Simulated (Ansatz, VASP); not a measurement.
**Re in VASP and in Ansatz**

INCAR

```
ALGO = Normal
EDIFF = 1E-6
EDIFFG = -0.005
ENCUT = 600
GGA = PE
IBRION = 2
ISIF = 3
ISMEAR = -1
LASPH = T
LCHARG = F
LREAL = F
LWAVE = F
NELM = 60
NSW = 45
PREC = Accurate
SIGMA = 0.05
```

The input KPOINTS:

```
k-points
0
Gamma
  17 17 9
```

The input POSCAR:

```
Re
1.0
    2.7755478259      0.0000000000      0.0000000000
   -1.3877739130      2.4036949266      0.0000000000
    0.0000000000      0.0000000000      4.4824474845
Re
2
Direct
    0.3333333333      0.6666666667      0.2500000000
    0.6666666667      0.3333333333      0.7500000000
```

Input for Ansatz:

```yaml
crystal:
  lattice:
    - [2.7755478259, 0.0, 0.0]
    - [-1.387773913, 2.4036949266, 0.0]
    - [0.0, 0.0, 4.4824474845]
  atoms:
    - { symbol: Re, position: [0.3333333333, 0.6666666667, 0.25] }
    - { symbol: Re, position: [0.6666666667, 0.3333333333, 0.75] }
kpoints:
  mp_grid: { grid: [17, 17, 9] }
scf:
  occupations: { method: fermi_dirac, width: 0.05 }
hamiltonian:
  xc: pbe
  pseudopotentials:
    kind: all_electron
    lapw: { basis_error: 0.0005 }
    relativity: none
output:
  forces: true
  stress: true
  eigenvalues: true
  populations: true
relax:
  f_tol: 0.005
  max_steps: 25
  cell: {}
```

Alike in both runs: task relaxation of cell and atoms; functional PBE; k mesh 17 × 17 × 9; occupations fermi-dirac, width 0.05 eV; no spin polarisation.

```csv
,VASP,Ansatz
version,VASP 6.6.1,Ansatz 0.2.0
potentials or method,"VASP PAW PBE potentials, release 64 (Re), cutoff 600 eV","all-electron LAPW, non-relativistic"
```

```csv
,VASP,Ansatz,Ansatz less VASP
relaxed volume (Å³/atom),14.94,16.05,+1.112
relaxed cell length with the largest relative difference (Å),2.775,2.852,+0.0774
```

Ansatz ran all-electron here, and VASP with PAW potentials.

Spin-orbit coupling is off throughout.
